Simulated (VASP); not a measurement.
# Al2Pt (P6/mmm) in VASP: notebook

Runs on Al2Pt. Level: PBE. Tasks: single point, relaxation of cell and atoms.

Program: VASP 6.6.1. These are calculated values, not measurements. Logs are shortened: lines on timing, memory, paths and dates and some standing lists are left out, and cuts for length are marked.

### 1 The cell of the first run

The structure is hexagonal, space group P6/mmm (No. 191). The conventional cell has a = 2.735 Å, b = 2.735 Å, c = 8.170 Å, α = 90.00°, β = 90.00°, γ = 120.00°. Al (site symmetry 6mm) has 1 Pt at 2.58 Å and 7 Al at 2.74 to 3.02 Å within 3.4 Å. Pt (site symmetry 6/mmm) has 2 Al at 2.58 Å and 6 Pt at 2.74 Å within 3.4 Å.

### 2 Single point, PBE

Input file INCAR:

```
SYSTEM = Al2Pt
PREC     = Accurate       ! precision mode
ENCUT    = 520            ! plane-wave cutoff, eV
EDIFF    = 1E-7           ! SCF threshold, eV
ISMEAR   = 0              ! smearing method
SIGMA    = 0.2            ! smearing width, eV
LREAL    = .FALSE.        ! projectors in reciprocal space
LASPH    = .TRUE.         ! aspherical terms in the spheres
NELM     = 100            ! most SCF steps
ALGO     = Normal         ! electronic algorithm
ISIF     = 2              ! what is computed and relaxed
LWAVE    = .FALSE.        ! write WAVECAR
LCHARG   = .FALSE.        ! write CHGCAR
GGA      = PE             ! functional
NBANDS   = 15             ! bands
```

Input file KPOINTS:

```
Automatic mesh
0
G
  7 7 3
  0 0 0
```

Input file POSCAR:

```
Al2Pt
1.0
    2.7350916966      0.0000000026      0.0000000000
   -1.3675458505      2.3686588896      0.0000000000
    0.0000000000      0.0000000000      8.1699516799
Al Pt
2 1
Direct
    0.0000000000      0.0000000000      0.6846043535
    0.0000000000      0.0000000000      0.3153956465
    0.0000000000      0.0000000000      0.0000000000
```

Potentials or basis: VASP PAW PBE potentials, release 64 (Al, Pt).

Run with:

```
> cat potpaw_PBE.64/Al/POTCAR potpaw_PBE.64/Pt/POTCAR > POTCAR
> mpirun -np 1 vasp_std > vasp.out
```

OUTCAR:

```text
SYSTEM = Al2Pt
   PREC = Accurate
   ENCUT = 520
   EDIFF = 1E-7
   ISMEAR = 0
   LREAL = .FALSE.
   LASPH = .TRUE.
   NELM = 100
   ISIF = 2
   GGA = PE

 ion  position               nearest neighbor table
   1  0.000  0.000  0.685-   3 2.58   2 3.02
   2  0.000  0.000  0.315-   3 2.58   1 3.02
   3  0.000  0.000  0.000-   1 2.58   2 2.58

  LATTYP: Found a hexagonal cell.
 ALAT       =     2.7350916966
 C/A-ratio  =     2.9870851095

  Lattice vectors:

 A1 = (   2.7350916966,   0.0000000026,   0.0000000000)
 A2 = (  -1.3675458505,   2.3686588896,   0.0000000000)
 A3 = (   0.0000000000,   0.0000000000,   8.1699516799)

Analysis of symmetry for initial positions (statically):
=====================================================================
 Subroutine PRICEL returns:
 Original cell was already a primitive cell.

 Routine SETGRP: Setting up the symmetry group for a
 hexagonal supercell.

 Subroutine GETGRP returns: Found 24 space group operations
 (whereof 24 operations were pure point group operations)
 out of a pool of 24 trial point group operations.

The static configuration has the point symmetry D_6h.

Analysis of symmetry for dynamics (positions and initial velocities):
=====================================================================
 Subroutine PRICEL returns:
 Original cell was already a primitive cell.

 Routine SETGRP: Setting up the symmetry group for a
 hexagonal supercell.

 Subroutine GETGRP returns: Found 24 space group operations
 (whereof 24 operations were pure point group operations)
 out of a pool of 24 trial point group operations.

The dynamic configuration has the point symmetry D_6h.

 Subroutine INISYM returns: Found 24 space group operations
 (whereof 24 operations are pure point group operations),
 and found     1 'primitive' translations

----------------------------------------------------------------------------------------

                                     Primitive cell

  volume of cell :      52.9290

  direct lattice vectors                    reciprocal lattice vectors
     2.735091697  0.000000003  0.000000000     0.365618455  0.211089914  0.000000000
    -1.367545850  2.368658890  0.000000000    -0.000000000  0.422179827  0.000000000
     0.000000000  0.000000000  8.169951680     0.000000000  0.000000000  0.122399745

  length of vectors
     2.735091697  2.735091697  8.169951680     0.422179827  0.422179827  0.122399745

  position of ions in fractional coordinates (direct lattice)
     0.000000000  0.000000000  0.684604353
     0.000000000  0.000000000  0.315395647
     0.000000000  0.000000000  0.000000000

  ion indices of the primitive-cell ions
   primitive index   ion index
                 1           1
                 2           2
                 3           3

----------------------------------------------------------------------------------------

 KPOINTS: Automatic mesh

Automatic generation of k-mesh.
 Grid dimensions read from file:
 generate k-points for:    7    7    3

 Generating k-lattice:

  Cartesian coordinates                     Fractional coordinates (reciprocal lattice)
     0.052231208  0.030155702  0.000000000     0.142857143  0.000000000  0.000000000
    -0.000000000  0.060311404  0.000000000     0.000000000  0.142857143  0.000000000
     0.000000000  0.000000000  0.040799915     0.000000000  0.000000000  0.333333333

  Length of vectors
     0.060311404  0.060311404  0.040799915

  Shift w.r.t. Gamma in fractional coordinates (k-lattice)
     0.000000000  0.000000000  0.000000000

 Subroutine IBZKPT returns following result:
 ===========================================

 Found     16 irreducible k-points:

 Following reciprocal coordinates:
            Coordinates               Weight
  0.000000  0.000000  0.000000      1.000000
  0.142857 -0.000000  0.000000      6.000000
  0.285714  0.000000  0.000000      6.000000
  0.428571 -0.000000  0.000000      6.000000
  0.142857  0.142857  0.000000      6.000000
  0.285714  0.142857  0.000000     12.000000
[... 8 lines left out ...]
  0.428571  0.142857  0.333333     12.000000
  0.285714  0.285714  0.333333     12.000000
   k-points           NKPTS =     16   k-points in BZ     NKDIM =     16   number of bands    NBANDS=     15
   number of dos      NEDOS =    301   number of ions     NIONS =      3
   total plane-waves  NPLWV =  25600
   dimension x,y,z NGX =    20 NGY =   20 NGZ =   64
   dimension x,y,z NGXF=    40 NGYF=   40 NGZF=  128
   ions per type =               2   1
   NGX,Y,Z   is equivalent  to a cutoff of  12.16, 12.16, 13.02 a.u.
   NGXF,Y,Z  is equivalent  to a cutoff of  24.31, 24.31, 26.05 a.u.
 SYSTEM =  Al2Pt
   PREC   = accura    normal or accurate (medium, high low for compatibility)
   ISTART =      0    job   : 0-new  1-cont  2-samecut
   ICHARG =      2    charge: 1-file 2-atom 10-const
   ISPIN  =      1    spin polarized calculation?
   LNONCOLLINEAR =      F non collinear calculations
   LSORBIT =      F    spin-orbit coupling
   LASPH  =      T    aspherical Exc in radial PAW
   ENCUT  =  520.0 eV  38.22 Ry    6.18 a.u.   5.09  5.09 15.19*2*pi/ulx,y,z
   NELM   =    100;   NELMIN=  2; NELMDL= -5     # of ELM steps
   EDIFF  = 0.1E-06   stopping-criterion for ELM
   LREAL  =      F    real-space projection
   EDIFFG = 0.1E-05   stopping-criterion for IOM
   NSW    =      0    number of steps for IOM
   IBRION =     -1    ionic relax: 0-MD 1-quasi-New 2-CG
   NFREE  =      0    steps in history (QN), initial steepest desc. (CG)
   ISIF   =      2    stress and relaxation
   ISYM   =      2    0-nonsym 1-usesym 2-fastsym
   POTIM  = 0.5000    time-step for ionic-motion
   TEBEG  =    0.0;   TEEND  =   0.0 temperature during run
   PSTRESS=    0.0 pullay stress
   NELECT =      16.0000    total number of electrons
   NUPDOWN=      -1.0000    fix difference up-down
   EMIN   =  10.00;   EMAX   =-10.00  energy-range for DOS
   EFERMI =   0.00;   METHOD = LEGACY
   ISMEAR =     0;   SIGMA  =   0.20  broadening in eV -4-tet -1-fermi 0-gaus
   EFERMI_NEDOS =   21; number of points for ismear=-14 and -15
   IALGO  =     38    algorithm
   IMIX   =      4    mixing-type and parameters
     AMIX     =   0.40;   BMIX     =  1.00
     AMIX_MAG =   1.60;   BMIX_MAG =  1.00
  volume/ion in A,a.u.               =      17.64       119.06
  Fermi-wavevector in a.u.,A,eV,Ry     =   1.098711  2.076263 16.424493  1.207166
  Thomas-Fermi vector in A             =   2.235093
   LORBIT       =      0    0 simple, 1 ext, 2 COOP (PROOUT), +10 PAW based schemes
   GGA     = PE    functional components
   LHFCALC =     F    Hartree Fock is set to
   AEXX    =    0.0000 exact exchange contribution
   IVDW    =     0    specifies the selected vdW correction
   LEPSILON=     F    determine dielectric tensor
   LRPA    =     F    only Hartree local field effects (RPA)
 non-spin polarized calculation
 Gauss-broadening in eV      SIGMA  =   0.20
  energy-cutoff  :      520.00
  volume of cell :       52.93
 maximum number of plane-waves:      1439
   NGX = 11   NGY = 11   NGZ = 31

 number of electron      16.0000000 magnetization

 Free energy of the ion-electron system (eV)
  ---------------------------------------------------
  ext. energy  EPLUGINS =         0.00000000
  ---------------------------------------------------
  free energy    TOTEN  =       -13.68012269 eV

  energy without entropy =      -13.62924129  energy(sigma->0) =      -13.65468199

 E-fermi :   7.8779     XC(G=0): -10.7375

 val. band max:        7.8196894133   @ k =   0.2857   0.2857   0.0000
 cond. band min:       7.9187222419   @ k =   0.4286  -0.0000   0.0000
 fundamental gap:      0.0990328286
 Fermi energy:         7.8779183314

 k-point     1 :       0.0000    0.0000    0.0000
  band No.  band energies     occupation
      1      -2.4028      2.00000
      2      -0.5677      2.00000
      3       0.1220      2.00000
      4       2.5778      2.00000
      5       4.4276      2.00000
      6       4.4276      2.00000
      7       6.6865      2.00000
      8       6.6865      2.00000
      9       7.1637      2.00000
     10       8.9345      0.00000
     11      17.6440      0.00000
     12      20.3068      0.00000
     13      21.5721      0.00000
     14      21.5721      0.00000
     15      22.0257      0.00000

 k-point     2 :       0.1429   -0.0000    0.0000
  band No.  band energies     occupation
      1      -1.8387      2.00000
      2      -0.0897      2.00000
      3       0.8469      2.00000
      4       2.9194      2.00000
      5       4.0875      2.00000
      6       4.9862      2.00000
      7       5.5614      2.00000
      8       6.5404      2.00000
      9       8.3801      0.00038
     10       9.2206      0.00000
     11      16.5794      0.00000
     12      17.4853      0.00000
     13      18.6176      0.00000
     14      19.1209      0.00000
     15      19.9117      0.00000

 k-point     3 :       0.2857    0.0000    0.0000
  band No.  band energies     occupation
      1      -0.2462      2.00000
      2       1.2202      2.00000
      3       2.0174      2.00000
      4       3.6615      2.00000
      5       4.5755      2.00000
      6       4.6035      2.00000
      7       6.2266      2.00000
      8       6.4389      2.00000
      9       9.7426      0.00000
     10       9.7999      0.00000
     11      11.9049      0.00000
     12      12.9227      0.00000
     13      16.6142      0.00000
     14      17.3279      0.00000
     15      18.7093      0.00000
[... 199 lines left out ...]
 k-point    15 :       0.4286    0.1429    0.3333
  band No.  band energies     occupation
      1       2.1490      2.00000
      2       2.7373      2.00000
      3       3.6775      2.00000
      4       4.8424      2.00000
      5       4.9700      2.00000
      6       5.7679      2.00000
      7       5.8143      2.00000
      8       6.9443      2.00000
      9       8.0336      0.27102
     10      10.3532      0.00000
     11      11.1264      0.00000
     12      12.0695      0.00000
     13      12.4687      0.00000
     14      13.4535      0.00000
     15      14.5043      0.00000

 k-point    16 :       0.2857    0.2857    0.3333
  band No.  band energies     occupation
      1       3.0949      2.00000
      2       3.4953      2.00000
      3       3.5668      2.00000
      4       4.3944      2.00000
      5       4.4420      2.00000
      6       5.2147      2.00000
      7       6.6623      2.00000
      8       8.0292      0.28481
      9       8.4817      0.00002
     10       8.9990      0.00000
     11      10.0513      0.00000
     12      10.8791      0.00000
     13      12.6395      0.00000
     14      13.9412      0.00000
     15      15.1685      0.00000

------------------------ aborting loop because EDIFF is reached ----------------------------------------

  FORCE on cell =-STRESS in cart. coord.  units (eV):
  Direction    XX          YY          ZZ          XY          YZ          ZX
  --------------------------------------------------------------------------------------
  -------------------------------------------------------------------------------------
  Total        0.0868561      0.0868561      0.1447764      0.0000000     -0.0000000      0.0000000
  in kB        2.6291606      2.6291606      4.3824252      0.0000000     -0.0000000      0.0000000
  external PRESSURE =       3.2135821 kB  Pullay stress =       0.0000000 kB

 VOLUME and BASIS-vectors are now :
 -----------------------------------------------------------------------------
  energy-cutoff  :      520.00
  volume of cell :       52.93
      direct lattice vectors                 reciprocal lattice vectors
     2.735091697  0.000000003  0.000000000     0.365618455  0.211089914  0.000000000
    -1.367545850  2.368658890  0.000000000    -0.000000000  0.422179827  0.000000000
     0.000000000  0.000000000  8.169951680     0.000000000  0.000000000  0.122399745

 POSITION                                       TOTAL-FORCE (eV/Angst)
 -----------------------------------------------------------------------------------
      0.00000      0.00000      5.59318        -0.000000     -0.000000      0.039038
      0.00000      0.00000      2.57677         0.000000      0.000000     -0.039038
      0.00000      0.00000      0.00000         0.000000     -0.000000     -0.000000
 -----------------------------------------------------------------------------------
    total drift:                               -0.000000      0.000000      0.000000

  FREE ENERGIE OF THE ION-ELECTRON SYSTEM (eV)
  ---------------------------------------------------
  free  energy   TOTEN  =       -13.6801226873 eV

  energy  without entropy=      -13.6292412866  energy(sigma->0) =      -13.65468199
```

Wall time 23 s (1 thread of AMD EPYC 7R13, shared host); peak memory 0.14 GiB.

Results:

| Property | Result |
| --- | --- |
| Free energy | -13.6801 eV |
| Pressure | 0.3 GPa |
| Largest force | 0.039 eV/Å |
| Band gap on the k mesh | zero (band 8 reaches 8.24 eV, above the bottom of band 9 at 6.69 eV) |

Forces on the atoms (eV/Å):
```
Al   0.000  0.000  0.039
Al   0.000  0.000 -0.039
Pt   0.000  0.000  0.000
```

Stress tensor (GPa, compression positive):
```
0.26 0.00 0.00
0.00 0.26 0.00
0.00 0.00 0.44
```

Levels at points of the mesh, in eV from the Fermi level:
```
           k point  band 4  band 5  band 6  band 7  band 8  band 9  band 10  band 11  band 12  band 13
(0.00, 0.00, 0.00)   -5.30   -3.45   -3.45   -1.19   -1.19   -0.71     1.06     9.77    12.43    13.69
```

Caveat: the k points lie up to 0.38 Å⁻¹ apart; spin-orbit coupling is left out, which moves the levels of the heavy elements.

### 3 Relaxation of cell and atoms, PBE

This run uses another cell than the first one, of 18.58 Å³/atom, 1.053 times its volume.

Input file INCAR:

```
SYSTEM = Al2Pt
PREC = Accurate
ENCUT = 600
EDIFF = 1E-7
ISMEAR = 0
SIGMA = 0.2
LREAL = .False.
LASPH = .True.
NELM = 60
ALGO = Normal
ISIF = 3
LWAVE = .False.
LCHARG = .False.
GGA = PE
IBRION = 2
NSW = 36
EDIFFG = -0.08
```

Input file KPOINTS:

```
Automatic mesh
0
Gamma
  7 7 3
  0 0 0
```

Input file POSCAR:

```
Al2Pt
1.0
    3.0551269300      0.0000000000      0.0000000000
   -1.5275634700      2.6458175300      0.0000000000
    0.0000000000      0.0000000000      6.8957371200
Al Pt
2 1
Direct
    0.0000000000      0.0000000000      0.6404878800
    0.0000000000      0.0000000000      0.3595121200
    0.0000000000      0.0000000000      0.0000000000
```

Potentials or basis: VASP PAW PBE potentials, release 64 (Al, Pt).

Run with:

```
> cat potpaw_PBE.64/Al/POTCAR potpaw_PBE.64/Pt/POTCAR > POTCAR
> mpirun -np 1 vasp_std > vasp.out
```

It took 3.3 min on 1 thread of AMD EPYC 7R13, shared host; peak memory 0.17 GiB.

The run converged. Its results:

| Property | Result |
| --- | --- |
| Free energy | -13.6804 eV |
| Relaxed volume | 17.77 Å³/atom |
| Relaxed cell | a = 2.741 Å, b = 2.741 Å, c = 8.190 Å, α = 90.00°, β = 90.00°, γ = 120.00° |
| Space group after relaxing (to 0.05 Å) | P6/mmm (No. 191) |
| Energy gained by relaxing | 931.0 meV/atom |
| Ionic steps | 14 |
| Pressure after relaxing | 0.0 GPa |
| Largest force after relaxing | 0.006 eV/Å |
| Band gap on the k mesh | zero (band 8 reaches 8.16 eV, above the bottom of band 9 at 6.59 eV) |

Forces in eV/Å, atoms in the order of the input:
```
Al   0.000  0.000 -0.006
Al   0.000  0.000  0.006
Pt   0.000  0.000  0.000
```

Stress tensor (GPa, compression positive):
```
-0.26  0.00  0.00
 0.00 -0.26  0.00
 0.00  0.00  0.47
```

Step by step:
| step | energy change (eV) | largest force (eV/Å) | pressure (GPa) | volume (Å³) |
| --- | --- | --- | --- | --- |
| 1 | 0.0000 | 9.9909 | 8.66 | 55.74 |
| 2 | -2.5498 | 0.1127 | -6.90 | 62.16 |
| 3 | -2.5501 | 0.1123 | -6.88 | 62.17 |
| 4 | -2.6579 | 0.5720 | 5.53 | 54.67 |
| 5 | -2.7006 | 0.4126 | 0.35 | 57.02 |
| 6 | -2.7134 | 0.2216 | -0.13 | 57.08 |
| 7 | -2.7140 | 0.1743 | -0.28 | 57.09 |
| 8 | -2.7233 | 0.1696 | -0.45 | 56.84 |
| 9 | -2.7500 | 0.1487 | -0.84 | 56.09 |
| 10 | -2.7873 | 0.0251 | -1.43 | 54.55 |
| 11 | -2.7874 | 0.0647 | -1.57 | 53.98 |
| 12 | -2.7887 | 0.0122 | -1.50 | 54.29 |
| 13 | -2.7920 | 0.0136 | 0.74 | 52.85 |
| 14 | -2.7929 | 0.0064 | -0.01 | 53.30 |

Final structure:
```
Al Pt
1.0
     2.74134    0.00000    0.00000
    -1.37067    2.37407    0.00000
     0.00000    0.00000    8.19009
Al Pt
2 1
Direct
  0.00000 0.00000 0.68625
  0.00000 0.00000 0.31375
  0.00000 0.00000 0.00000
```

Levels at points of the mesh, in eV from the Fermi level:
| k point | band 4 | band 5 | band 6 | band 7 | band 8 | band 9 | band 10 | band 11 | band 12 |
| --- | --- | --- | --- | --- | --- | --- | --- | --- | --- |
| (0.00, 0.00, 0.00) | -5.27 | -3.43 | -3.43 | -1.21 | -1.21 | -0.74 | 1.08 | 9.72 | 12.42 |

Caveat: spin-orbit coupling is left out, which moves the levels of the heavy elements; the relaxation stopped at a loose force limit of 0.08 eV/Å, so its end isn't a converged minimum.

### 4 Single point, PBE

This run uses another cell than the first one, of 18.73 Å³/atom, 1.062 times its volume.

Input file INCAR:

```
SYSTEM = Al2Pt
PREC = Accurate
ENCUT = 500
EDIFF = 1E-6
ISMEAR = 0
SIGMA = 0.2
LREAL = .FALSE.
LASPH = .TRUE.
NELM = 120
ALGO = Normal
ISIF = 2
LWAVE = .FALSE.
LCHARG = .TRUE.
GGA = PE
LELF = .TRUE.
LVHAR = .TRUE.
NBANDS = 15
GGA_COMPAT = .FALSE.
```

Input file KPOINTS:

```
regular mesh
0
G
  6 6 5
  0 0 0
```

Input file POSCAR:

```
Al2Pt
1.0
    4.4481941811      0.0000000000      0.0000000000
   -2.2240970905      3.8522491618      0.0000000000
    0.0000000000      0.0000000000      3.2790876577
Al Pt
2 1
Direct
    0.3333333333      0.6666666667      0.0000000000
    0.6666666667      0.3333333333      0.0000000000
    0.0000000000      0.0000000000      0.0000000000
```

Run with:

```
> cat potpaw_PBE.64/Al/POTCAR potpaw_PBE.64/Pt/POTCAR > POTCAR
> mpirun -np 1 vasp_std > vasp.out
```

It took 14 s on 1 thread of Intel Xeon 6455B, shared host; peak memory 0.16 GiB.

Results (log left out):

| Quantity | Value |
| --- | --- |
| Free energy | -14.5891 eV |
| Pressure | -0.2 GPa |
| Band gap on the k mesh | zero (band 8 reaches 9.61 eV, above the bottom of band 9 at 6.92 eV) |

Stress tensor (GPa, compression positive):
```
-0.28  0.00  0.00
 0.00 -0.28  0.00
 0.00  0.00 -0.12
```

Levels at points of the mesh, in eV from the Fermi level:
| k point | band 5 | band 6 | band 7 | band 8 | band 9 | band 10 | band 11 | band 12 |
| --- | --- | --- | --- | --- | --- | --- | --- | --- |
| (0.00, 0.00, 0.00) | -2.44 | -2.44 | 0.39 | 0.88 | 0.88 | 2.65 | 2.65 | 3.20 |
| (0.50, 0.00, 0.00) | -3.69 | -2.72 | -2.55 | -2.51 | 0.98 | 6.05 | 6.09 | 6.47 |

Caveat: the k points lie up to 0.38 Å⁻¹ apart; spin-orbit coupling is left out, which moves the levels of the heavy elements.

### 5 Overview

```tsv
task	cell	k mesh	cutoff (eV)	gap on the mesh (eV)	pressure (GPa)	largest force (eV/Å)
single point	a = 2.735, b = 2.735, c = 8.170 Å, angles 90.0, 90.0, 120.0°, 3 atoms	7 × 7 × 3	520	none	0.3	0.04
relaxation of cell and atoms	relaxed from a = 3.055, b = 3.055, c = 6.896 Å, angles 90.0, 90.0, 120.0°, 3 atoms	7 × 7 × 3	600	none	0.0	0.01
single point	a = 4.448, b = 4.448, c = 3.279 Å, angles 90.0, 90.0, 120.0°, 3 atoms	6 × 6 × 5	500	none	-0.2	-
```

Alike in all rows: level PBE; potentials or basis VASP PAW PBE potentials, release 64 (Al, Pt); no spin polarisation; smearing gaussian 0.2 eV.

Caveats: some runs use coarse meshes; spin-orbit coupling is left out, which moves the levels of the heavy elements; the relaxation stopped at a loose force limit of 0.08 eV/Å, so its end isn't a converged minimum (some runs).

Total energies depend on the potentials used, so only differences within one code and one set of settings carry meaning.
